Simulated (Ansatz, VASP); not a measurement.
**One calculation of LiCl, two programs**

INCAR

```
SYSTEM = LiCl
PREC     = Accurate       ! precision mode
ENCUT    = 520            ! plane-wave cutoff, eV
EDIFF    = 1E-6           ! SCF threshold, eV
ISMEAR   = 0              ! smearing method
SIGMA    = 0.05           ! smearing width, eV
LREAL    = .FALSE.        ! projectors in reciprocal space
LASPH    = .TRUE.         ! aspherical terms in the spheres
NELM     = 80             ! most SCF steps
ALGO     = Normal         ! electronic algorithm
ISIF     = 2              ! what is computed and relaxed
LWAVE    = .FALSE.        ! write WAVECAR
LCHARG   = .FALSE.        ! write CHGCAR
GGA      = PE             ! functional
NBANDS   = 12             ! bands
```

KPOINTS

```
regular mesh
0
G
  9 9 9
  0 0 0
```

Contents of POSCAR:

```
LiCl
1.0
    0.0000000000      2.5647700000      2.5647700000
    2.5647700000      0.0000000000      2.5647700000
    2.5647700000      2.5647700000      0.0000000000
Cl Li
1 1
Direct
    0.5000000000      0.5000000000      0.5000000000
    0.0000000000      0.0000000000      0.0000000000
```

Contents of input.yaml:

```yaml
crystal:
  lattice:
    - [0.0, 2.56477, 2.56477]
    - [2.56477, 0.0, 2.56477]
    - [2.56477, 2.56477, 0.0]
  atoms:
    - { symbol: Cl, position: [0.5, 0.5, 0.5] }
    - { symbol: Li, position: [0.0, 0.0, 0.0] }
kpoints:
  mp_grid: { grid: [9, 9, 9] }
scf:
  occupations: { method: gaussian, width: 0.05 }
hamiltonian:
  xc: pbe
  pseudopotentials: { kind: all_electron, lapw: { basis_error: 0.001 } }
output:
  forces: true
  stress: true
  eigenvalues: true
```

Alike in both runs: task single point; functional PBE; k mesh 9 × 9 × 9; occupations gaussian, width 0.05 eV; no spin polarisation.

|  | VASP | Ansatz |
| --- | --- | --- |
| version | VASP 6.6.1 | Ansatz 0.2.0 |
| potentials or method | VASP PAW PBE potentials, release 64 (Cl, Li_sv), cutoff 520 eV | all-electron LAPW, scalar-relativistic |

```tsv
	VASP	Ansatz	Ansatz less VASP
gap on the k mesh at the Fermi level (eV)	6.34	6.33	-0.016
least direct gap on the mesh (eV)	6.34	6.33	-0.016
```

Ansatz ran all-electron here, and VASP with PAW potentials.

Noted on VASP's run: the cutoff is short for stress, so the pressure is rough.
